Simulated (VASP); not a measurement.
# TaF4 (P4/mmm) in VASP: a series of runs

The runs below take TaF4 through relaxation of cell and atoms, single point, with PBE.

Program: VASP 6.6.1. These are calculated values, not measurements. Logs are shortened: lines on timing, memory, paths and dates and some standing lists are left out, and cuts for length are marked.

**1. The cell of the first run**

It takes space group P4/mmm (No. 123, tetragonal). The conventional cell has a = 4.206 Å, b = 4.206 Å, c = 5.949 Å, α = 90.00°, β = 90.00°, γ = 90.00°. Ta (site symmetry 4/mmm) has 8 F at 2.58 Å within 3.4 Å. F (site symmetry 2mm) has 2 Ta at 2.58 Å and 6 F at 2.97 Å within 3.4 Å.

**2. Relaxation of cell and atoms, PBE, collinear spin (atoms taken out)**

The input, INCAR:

```
SYSTEM = TaF4
PREC = Accurate
ENCUT = 600
EDIFF = 1E-6
ISMEAR = 0
SIGMA = 0.1
LREAL = .False.
LASPH = .True.
NELM = 150
ALGO = Normal
ISIF = 3
LWAVE = .False.
LCHARG = .False.
ISPIN = 2
MAGMOM = 1 0 0 0 0
LORBIT = 11
LMAXMIX = 4
GGA = PE
IBRION = 2
NSW = 90
EDIFFG = -0.04
```

The input, KPOINTS:

```
Automatic mesh
0
Gamma
  4 4 4
  0 0 0
```

The input, POSCAR:

```
TaF4
1.0
    4.2063901000      0.0000000000      0.0000000000
    0.0000000000      4.2063901000      0.0000000000
    0.0000000000      0.0000000000      5.9487339200
Ta F
1 4
Direct
    0.0000000000      0.0000000000      0.0000000000
    0.5000000000      0.0000000000      0.2500000000
    0.0000000000      0.5000000000      0.7500000000
    0.5000000000      0.0000000000      0.7500000000
    0.0000000000      0.5000000000      0.2500000000
```

Potentials or basis: VASP PAW PBE potentials, release 64 (Ta_pv, F).

The run is started by

```sh
cat potpaw_PBE.64/Ta_pv/POTCAR potpaw_PBE.64/F/POTCAR > POTCAR
mpirun -np 1 vasp_std > vasp.out
```

OUTCAR:

```text
SYSTEM = TaF4
   PREC = Accurate
   ENCUT = 600
   EDIFF = 1E-6
   ISMEAR = 0
   LREAL = .False.
   LASPH = .True.
   NELM = 150
   ISIF = 3
   ISPIN = 2
   LORBIT = 11
   GGA = PE
   IBRION = 2
   NSW = 90
   EDIFFG = -0.04

 ion  position               nearest neighbor table
   1  0.000  0.000  0.000-   2 2.58   3 2.58   4 2.58   5 2.58   3 2.58   5 2.58   2 2.58   4 2.58

   2  0.500  0.000  0.250-   1 2.58   1 2.58
   3  0.000  0.500  0.750-   1 2.58   1 2.58
   4  0.500  0.000  0.750-   1 2.58   1 2.58
   5  0.000  0.500  0.250-   1 2.58   1 2.58

  LATTYP: Found a simple tetragonal cell.
 ALAT       =     4.2063901000
 C/A-ratio  =     1.4142135605

  Lattice vectors:

 A1 = (   4.2063901000,   0.0000000000,   0.0000000000)
 A2 = (   0.0000000000,   4.2063901000,   0.0000000000)
 A3 = (   0.0000000000,   0.0000000000,   5.9487339200)

Analysis of symmetry for initial positions (statically):
=====================================================================
 Subroutine PRICEL returns:
 Original cell was already a primitive cell.

 Routine SETGRP: Setting up the symmetry group for a
 simple tetragonal supercell.

 Subroutine GETGRP returns: Found 16 space group operations
 (whereof 16 operations were pure point group operations)
 out of a pool of 16 trial point group operations.

The static configuration has the point symmetry D_4h.

Analysis of symmetry for dynamics (positions and initial velocities):
=====================================================================
 Subroutine PRICEL returns:
 Original cell was already a primitive cell.

 Routine SETGRP: Setting up the symmetry group for a
 simple tetragonal supercell.

 Subroutine GETGRP returns: Found 16 space group operations
 (whereof 16 operations were pure point group operations)
 out of a pool of 16 trial point group operations.

The dynamic configuration has the point symmetry D_4h.

Analysis of structural, dynamic, and magnetic symmetry:
=====================================================================
 Subroutine PRICEL returns:
 Original cell was already a primitive cell.

 Routine SETGRP: Setting up the symmetry group for a
 simple tetragonal supercell.

 Subroutine GETGRP returns: Found 16 space group operations
 (whereof 16 operations were pure point group operations)
 out of a pool of 16 trial point group operations.

The overall configuration has the point symmetry D_4h.

 Subroutine INISYM returns: Found 16 space group operations
 (whereof 16 operations are pure point group operations),
 and found     1 'primitive' translations

----------------------------------------------------------------------------------------

                                     Primitive cell

  volume of cell :     105.2552

  direct lattice vectors                    reciprocal lattice vectors
     4.206390100  0.000000000  0.000000000     0.237733538  0.000000000  0.000000000
     0.000000000  4.206390100  0.000000000     0.000000000  0.237733538  0.000000000
     0.000000000  0.000000000  5.948733920     0.000000000  0.000000000  0.168102997

  length of vectors
     4.206390100  4.206390100  5.948733920     0.237733538  0.237733538  0.168102997

  position of ions in fractional coordinates (direct lattice)
     0.000000000  0.000000000  0.000000000
     0.500000000  0.000000000  0.250000000
     0.000000000  0.500000000  0.750000000
     0.500000000  0.000000000  0.750000000
     0.000000000  0.500000000  0.250000000

  ion indices of the primitive-cell ions
   primitive index   ion index
                 1           1
                 2           2
                 3           3
                 4           4
                 5           5

----------------------------------------------------------------------------------------

 KPOINTS: Automatic mesh

Automatic generation of k-mesh.
 Grid dimensions read from file:
 generate k-points for:    4    4    4

 Generating k-lattice:

  Cartesian coordinates                     Fractional coordinates (reciprocal lattice)
     0.059433384  0.000000000  0.000000000     0.250000000  0.000000000  0.000000000
     0.000000000  0.059433384  0.000000000     0.000000000  0.250000000  0.000000000
     0.000000000  0.000000000  0.042025749     0.000000000  0.000000000  0.250000000

  Length of vectors
     0.059433384  0.059433384  0.042025749

  Shift w.r.t. Gamma in fractional coordinates (k-lattice)
     0.000000000  0.000000000  0.000000000

 Subroutine IBZKPT returns following result:
 ===========================================

 Found     18 irreducible k-points:

 Following reciprocal coordinates:
            Coordinates               Weight
  0.000000  0.000000  0.000000      1.000000
  0.250000  0.000000  0.000000      4.000000
  0.500000  0.000000  0.000000      2.000000
  0.250000  0.250000  0.000000      4.000000
  0.500000  0.250000  0.000000      4.000000
  0.500000  0.500000  0.000000      1.000000
[... 10 lines left out ...]
  0.500000  0.250000  0.500000      4.000000
  0.500000  0.500000  0.500000      1.000000
   k-points           NKPTS =     18   k-points in BZ     NKDIM =     18   number of bands    NBANDS=     24
   number of dos      NEDOS =    301   number of ions     NIONS =      5
   total plane-waves  NPLWV =  62208
   dimension x,y,z NGX =    36 NGY =   36 NGZ =   48
   dimension x,y,z NGXF=    72 NGYF=   72 NGZF=   96
   ions per type =               1   4
   NGX,Y,Z   is equivalent  to a cutoff of  14.23, 14.23, 13.41 a.u.
   NGXF,Y,Z  is equivalent  to a cutoff of  28.46, 28.46, 26.83 a.u.
 SYSTEM =  TaF4
   PREC   = accura    normal or accurate (medium, high low for compatibility)
   ISTART =      0    job   : 0-new  1-cont  2-samecut
   ICHARG =      2    charge: 1-file 2-atom 10-const
   ISPIN  =      2    spin polarized calculation?
   LNONCOLLINEAR =      F non collinear calculations
   LSORBIT =      F    spin-orbit coupling
   LASPH  =      T    aspherical Exc in radial PAW
   ENCUT  =  600.0 eV  44.10 Ry    6.64 a.u.   8.40  8.40 11.88*2*pi/ulx,y,z
   NELM   =    150;   NELMIN=  2; NELMDL= -5     # of ELM steps
   EDIFF  = 0.1E-05   stopping-criterion for ELM
   LREAL  =      F    real-space projection
   EDIFFG = -.4E-01   stopping-criterion for IOM
   NSW    =     90    number of steps for IOM
   IBRION =      2    ionic relax: 0-MD 1-quasi-New 2-CG
   NFREE  =      1    steps in history (QN), initial steepest desc. (CG)
   ISIF   =      3    stress and relaxation
   ISYM   =      2    0-nonsym 1-usesym 2-fastsym
   POTIM  = 0.5000    time-step for ionic-motion
   TEBEG  =    0.0;   TEEND  =   0.0 temperature during run
   PSTRESS=    0.0 pullay stress
   NELECT =      39.0000    total number of electrons
   NUPDOWN=      -1.0000    fix difference up-down
   EMIN   =  10.00;   EMAX   =-10.00  energy-range for DOS
   EFERMI =   0.00;   METHOD = LEGACY
   ISMEAR =     0;   SIGMA  =   0.10  broadening in eV -4-tet -1-fermi 0-gaus
   EFERMI_NEDOS =   21; number of points for ismear=-14 and -15
   IALGO  =     38    algorithm
   IMIX   =      4    mixing-type and parameters
     AMIX     =   0.40;   BMIX     =  1.00
     AMIX_MAG =   1.60;   BMIX_MAG =  1.00
  volume/ion in A,a.u.               =      21.05       142.06
  Fermi-wavevector in a.u.,A,eV,Ry     =   1.175841  2.222017 18.811433  1.382601
  Thomas-Fermi vector in A             =   2.312215
   LORBIT       =     11    0 simple, 1 ext, 2 COOP (PROOUT), +10 PAW based schemes
   GGA     = PE    functional components
   LHFCALC =     F    Hartree Fock is set to
   AEXX    =    0.0000 exact exchange contribution
   IVDW    =     0    specifies the selected vdW correction
   LEPSILON=     F    determine dielectric tensor
   LRPA    =     F    only Hartree local field effects (RPA)
 conjugate gradient relaxation of ions
 spin polarized calculation
 Gauss-broadening in eV      SIGMA  =   0.10
  energy-cutoff  :      600.00
  volume of cell :      105.26
 maximum number of plane-waves:      3563
 NGX is ok and might be reduce to    36
   NGX = 17   NGY = 17   NGZ = 23

--------------------------------------- Ionic step        1  -------------------------------------------

 number of electron      39.0000014 magnetization       0.9999232

 Free energy of the ion-electron system (eV)
  ---------------------------------------------------
  ext. energy  EPLUGINS =         0.00000000
  ---------------------------------------------------
  free energy    TOTEN  =       -26.54113506 eV

  energy without entropy =      -26.51210112  energy(sigma->0) =      -26.52661809

 E-fermi :  -2.4395     XC(G=0):  -7.6913

 val. band max:       -2.4496831097   @ k =   0.2500   0.2500   0.2500
 cond. band min:      -2.4326910445   @ k =   0.2500   0.0000   0.0000
 fundamental gap:      0.0169920651
 Fermi energy:        -2.4394795019

 spin component 1

 k-point     1 :       0.0000    0.0000    0.0000
  band No.  band energies     occupation
      1     -39.9592      1.00000
      2     -39.9592      1.00000
      3     -39.7389      1.00000
      4     -23.9478      1.00000
      5     -23.7357      1.00000
      6     -23.6491      1.00000
[... 475 lines left out ...]
     23      -1.5386      0.00000
     24      -1.1325      0.00000
 Fermi energy:        -2.4394795019

 spin component 2

 k-point     1 :       0.0000    0.0000    0.0000
  band No.  band energies     occupation
      1     -39.3950      1.00000
      2     -39.3950      1.00000
      3     -38.9360      1.00000
      4     -24.0103      1.00000
      5     -23.8026      1.00000
      6     -23.7162      1.00000
[... 585 lines left out ...]
  FREE ENERGIE OF THE ION-ELECTRON SYSTEM (eV)
  ---------------------------------------------------
  free  energy   TOTEN  =       -33.1021859149 eV

  energy  without entropy=      -33.0878127921  energy(sigma->0) =      -33.09499935

[... ionic steps 4 to 7 ...]

--------------------------------------- Ionic step        8  -------------------------------------------

 number of electron      38.9999998 magnetization       0.9999793

------------------------ aborting loop because EDIFF is reached ----------------------------------------

  FORCE on cell =-STRESS in cart. coord.  units (eV):
  Direction    XX          YY          ZZ          XY          YZ          ZX
  --------------------------------------------------------------------------------------
  -------------------------------------------------------------------------------------
  Total       -0.4605102     -0.4605102      0.2807508      0.0000000      0.0000000      0.0000000
  in kB      -10.6681458    -10.6681458      6.5038528      0.0000000      0.0000000      0.0000000
  external PRESSURE =      -4.9441463 kB  Pullay stress =       0.0000000 kB
[... 63 lines left out ...]
  energy  without entropy=      -33.1573405756  energy(sigma->0) =      -33.16570743

--------------------------------------- Ionic step       10  -------------------------------------------

 number of electron      38.9999998 magnetization       0.9999986

 Free energy of the ion-electron system (eV)
  ---------------------------------------------------
  ext. energy  EPLUGINS =         0.00000000
  ---------------------------------------------------
  free energy    TOTEN  =       -33.18360234 eV

  energy without entropy =      -33.16673164  energy(sigma->0) =      -33.17516699

 E-fermi :   2.2420     XC(G=0):  -9.2718

 val. band max:        2.2413096382   @ k =   0.2500   0.2500   0.2500
 cond. band min:       2.2640366015   @ k =   0.2500   0.0000   0.0000
 fundamental gap:      0.0227269632
 Fermi energy:         2.2419541985

 spin component 1

 k-point     1 :       0.0000    0.0000    0.0000
  band No.  band energies     occupation
      1     -35.3530      1.00000
      2     -35.3530      1.00000
      3     -35.2045      1.00000
      4     -24.0326      1.00000
      5     -23.1373      1.00000
      6     -22.8200      1.00000
[... 475 lines left out ...]
     23       4.0302      0.00000
     24       5.6582      0.00000
 Fermi energy:         2.2419541985

 spin component 2

 k-point     1 :       0.0000    0.0000    0.0000
  band No.  band energies     occupation
      1     -34.8811      1.00000
      2     -34.8811      1.00000
      3     -34.4492      1.00000
      4     -24.0164      1.00000
      5     -23.1272      1.00000
      6     -22.8030      1.00000
[... 507 lines left out ...]
  FREE ENERGIE OF THE ION-ELECTRON SYSTEM (eV)
  ---------------------------------------------------
  free  energy   TOTEN  =       -33.1836023405 eV

  energy  without entropy=      -33.1667316360  energy(sigma->0) =      -33.17516699

 reached required accuracy - stopping structural energy minimisation

 total charge

# of ion       s       p       d       tot
------------------------------------------
    1        0.247   6.193   2.032   8.472
    2        1.738   4.368   0.000   6.106
    3        1.738   4.368   0.000   6.106
    4        1.738   4.368   0.000   6.106
    5        1.738   4.368   0.000   6.106
--------------------------------------------------
tot          7.200  23.667   2.032  32.898

 magnetization (x)

# of ion       s       p       d       tot
------------------------------------------
    1        0.016   0.007   0.813   0.835
    2        0.000  -0.002   0.000  -0.002
    3        0.000  -0.002   0.000  -0.002
    4        0.000  -0.002   0.000  -0.002
    5        0.000  -0.002   0.000  -0.002
--------------------------------------------------
tot          0.017  -0.001   0.813   0.828
```

Run time: 19 min. Hardware: 1 thread of Intel Xeon 8259CL, shared host; peak memory 0.34 GiB.

What came out:

```
Free energy                                           : -33.1836 eV
Relaxed volume                                        : 13.83 Å³/atom
Relaxed cell                                          : a = 3.555 Å, b = 3.555 Å, c = 5.473 Å, α = 90.00°, β = 90.00°, γ = 90.00°
Space group after relaxing (to 0.1 Å)                 : P4/mmm (No. 123)
Energy gained by relaxing                             : 1328.5 meV/atom
Ionic steps                                           : 10
Pressure after relaxing                               : 0.2 GPa
Largest force after relaxing                          : 0.012 eV/Å
Band gap on the k mesh                                : zero (filled and empty bands overlap)
Net moment                                            : 1.00 μB per cell
Site moments                                          : Ta +0.83; F -0.00 μB
Valence electrons inside the program's atomic spheres : Ta 8.47; F 6.11
```

Forces on the atoms (eV/Å):
```
Ta   0.000  0.000  0.000
F    0.000  0.000  0.012
F    0.000  0.000 -0.012
F    0.000  0.000 -0.012
F    0.000  0.000  0.012
```

Stress tensor (GPa, compression positive):
```
0.19 0.00 0.00
0.00 0.19 0.00
0.00 0.00 0.28
```

Step by step:
```tsv
step	energy change (eV)	largest force (eV/Å)	pressure (GPa)	volume (Å³)
1	0.0000	3.0544	-25.03	105.26
2	-6.5461	0.3563	3.01	62.67
3	-6.5611	0.0158	-0.71	63.95
4	-6.5921	0.1976	0.88	63.48
5	-6.5921	0.1988	0.89	63.47
6	-6.6026	0.1752	0.67	64.04
7	-6.6249	0.1067	0.10	65.73
8	-6.6400	0.0365	-0.49	69.16
9	-6.6329	0.0389	1.67	69.12
10	-6.6425	0.0119	0.22	69.15
```

Final structure:
```xyz
5
Lattice="3.5548 0.0000 0.0000 0.0000 3.5548 0.0000 0.0000 0.0000 5.4727" Properties=species:S:1:pos:R:3 pbc="T T T"
Ta    0.0000    0.0000    0.0000
F     1.7774    0.0000    1.1357
F     0.0000    1.7774    4.3369
F     1.7774    0.0000    4.3369
F     0.0000    1.7774    1.1357
```

Levels at points of the mesh, in eV from the Fermi level:
Spin up:
```tsv
k point	band 18	band 19	band 20	band 21	band 22	band 23
(0.00, 0.00, 0.00)	-5.24	-4.89	-0.47	-0.14	2.94	3.59
(0.50, 0.00, 0.00)	-5.49	-5.12	-0.52	0.43	2.32	3.31
(0.50, 0.50, 0.00)	-4.83	-4.50	-0.45	0.49	1.85	1.85
(0.00, 0.00, 0.50)	-5.26	-5.10	-0.47	-0.07	3.68	4.09
(0.50, 0.00, 0.50)	-5.82	-5.43	-0.44	0.44	2.28	3.56
(0.50, 0.50, 0.50)	-4.82	-4.51	-0.37	0.56	1.79	1.79
```
Spin down:
| k point | band 17 | band 18 | band 19 | band 20 | band 21 | band 22 |
| --- | --- | --- | --- | --- | --- | --- |
| (0.00, 0.00, 0.00) | -5.24 | -5.24 | -4.86 | 0.30 | 1.37 | 3.20 |
| (0.50, 0.00, 0.00) | -5.79 | -5.45 | -5.10 | 0.90 | 1.09 | 2.73 |
| (0.50, 0.50, 0.00) | -5.46 | -4.84 | -4.51 | 1.06 | 1.09 | 2.27 |
| (0.00, 0.00, 0.50) | -5.27 | -5.27 | -5.08 | 0.30 | 1.44 | 4.11 |
| (0.50, 0.00, 0.50) | -5.82 | -5.78 | -5.40 | 1.01 | 1.10 | 2.69 |
| (0.50, 0.50, 0.50) | -5.74 | -4.83 | -4.52 | 1.16 | 1.17 | 2.20 |

Caveat: the k points lie up to 0.44 Å⁻¹ apart in the final cell; the cell differs from its parent crystal (atoms taken out); the volume moved by over 15 % at a fixed basis, so the end points are rough; spin-orbit coupling is left out, which moves the levels of the heavy elements.

(Continued in part 2 of 2.)
